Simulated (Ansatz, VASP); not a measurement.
**One calculation of AgC2, two programs**

```xyz
3
Lattice="1.2795 0.7387 6.4809 -1.2795 0.7387 6.4809 0.0000 -1.4774 6.4809" Properties=species:S:1:pos:R:3 pbc="T T T"
Ag    0.0000    0.0000    0.0167
C     0.0000    0.0000    3.2516
C     0.0000    0.0000    9.7331
```

Change from the starting cell: species swapped into the WS2 type (R3m, No. 160).

Alike in both runs: task single point; functional PBE; k mesh 6 × 6 × 6; occupations gaussian, width 0.1 eV; no spin polarisation.

```csv
,VASP,Ansatz
version,VASP 6.6.1,Ansatz 0.2.0
potentials or method,"VASP PAW PBE potentials, release 64 (Ag, C), cutoff 600 eV","scalar-relativistic, plane waves, PAW"
valence electrons in the cell,19,27
```

Ansatz gave:

```
gap on the k mesh at the Fermi level (eV)                     : none
pressure (GPa)                                                : 1.5
traceless stress, the component that is largest in VASP (GPa) : 4.61
rms of the force components (eV/Å)                            : 0.007
```

Question: Estimate VASP's values.

Answer: gap on the k mesh at the Fermi level (eV): none; pressure (GPa): 1.3; traceless stress, the component that is largest in VASP (GPa): 4.62; rms of the force components (eV/Å): 0.007.

Atom by atom the forces differ by 0.000 eV/Å (rms over components). A gap of «none» marks a metal or a gap that the smearing closes. With one functional, cell and mesh, what is left measures potentials, basis and numerics. VASP's potentials hold 19 valence electrons a cell and Ansatz's 27, so a difference there can come from the potentials and not from the codes.

The k mesh is coarse, so the values compare programs but aren't converged.
